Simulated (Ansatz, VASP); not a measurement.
# TiC in VASP and in Ansatz

The input INCAR:

```
PREC = Accurate
ENCUT = 600
EDIFF = 1E-6
ISMEAR = 0
SIGMA = 0.1
LREAL = F
LASPH = T
NELM = 60
ALGO = Normal
ISIF = 3
LWAVE = F
LCHARG = F
GGA = PE
IBRION = 2
NSW = 90
EDIFFG = -0.04
```

Contents of KPOINTS:

```
regular mesh
0
Gamma
  6 6 4
```

File POSCAR:

```
TiC
1.0
    3.9555860100      0.0000000000      0.0000000000
   -1.9777930000      3.4256379700      0.0000000000
    0.0000000000      0.0000000000      4.8532868900
Ti C
2 2
Direct
    0.3333333300      0.6666666700      0.0000000000
    0.6666666700      0.3333333300      0.0000000000
    0.3333333300      0.6666666700      0.5000000000
    0.6666666700      0.3333333300      0.5000000000
```

Input for Ansatz:

```yaml
crystal:
  lattice:
    - [3.95558601, 0.0, 0.0]
    - [-1.977793, 3.42563797, 0.0]
    - [0.0, 0.0, 4.85328689]
  atoms:
    - { symbol: Ti, position: [0.33333333, 0.66666667, 0.0] }
    - { symbol: Ti, position: [0.66666667, 0.33333333, 0.0] }
    - { symbol: C, position: [0.33333333, 0.66666667, 0.5] }
    - { symbol: C, position: [0.66666667, 0.33333333, 0.5] }
basis:
  ecutwfc: 420
kpoints:
  mp_grid: { grid: [6, 6, 4] }
hamiltonian:
  xc: pbe
scf:
  occupations: { method: gaussian, width: 0.1 }
  lower_state_search: "off"
output:
  forces: true
  stress: true
  eigenvalues: true
relax:
  adjacent_minimum: "off"
  f_tol: 0.04
  max_steps: 70
  cell: { stress_tol: 0.4 }
```

Alike in both runs: task relaxation of cell and atoms; functional PBE; k mesh 6 × 6 × 4; occupations gaussian, width 0.1 eV; no spin polarisation.

|  | VASP | Ansatz |
| --- | --- | --- |
| version | VASP 6.6.1 | Ansatz 0.2.0 |
| potentials or method | VASP PAW PBE potentials, release 64 (Ti_sv, C), cutoff 600 eV | scalar-relativistic, plane waves, PAW |
| valence electrons in the cell | 32 | 32 |

|  | VASP | Ansatz | Ansatz less VASP |
| --- | --- | --- | --- |
| gap on the k mesh at the Fermi level, each at its own relaxed structure (eV) | none | none | - |
| relaxed volume (Å³/atom) | 17.64 | 17.62 | -0.027 |
| relaxed cell length with the largest relative difference (Å) | 4.413 | 4.410 | -0.0027 |

A gap of «none» marks a metal or a gap that the smearing closes.
